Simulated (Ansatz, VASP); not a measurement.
## Cu3Te in VASP and in Ansatz

```xyz
4
Lattice="4.0241 0.0000 0.0000 0.0000 4.0241 0.0000 0.0000 0.0000 4.0241" Properties=species:S:1:pos:R:3 pbc="T T T"
Cu    0.0000    2.0120    2.0120
Cu    2.0120    0.0000    2.0120
Cu    2.0120    2.0120    0.0000
Te    0.0000    0.0000    0.0000
```

Alike in both runs: task single point; functional PBE; k mesh 6 × 6 × 6; occupations fermi-dirac, width 0.2 eV; no spin polarisation.

|  | VASP | Ansatz |
| --- | --- | --- |
| version | VASP 6.6.1 | Ansatz 0.2.0 |
| potentials or method | VASP PAW PBE potentials, release 64 (Cu, Te) | plane waves, norm-conserving potentials |
| plane-wave cutoff (eV) | 520 | 1252 |
| valence electrons in the cell | 39 | 73 |

```csv
,VASP,Ansatz,Ansatz less VASP
pressure (GPa),-3.6,-4.2,-0.51
```

With one functional, cell and mesh, what is left measures potentials, basis and numerics. VASP's potentials hold 39 valence electrons a cell and Ansatz's 73, so a difference there can come from the potentials and not from the codes.

Spin-orbit coupling is off throughout.
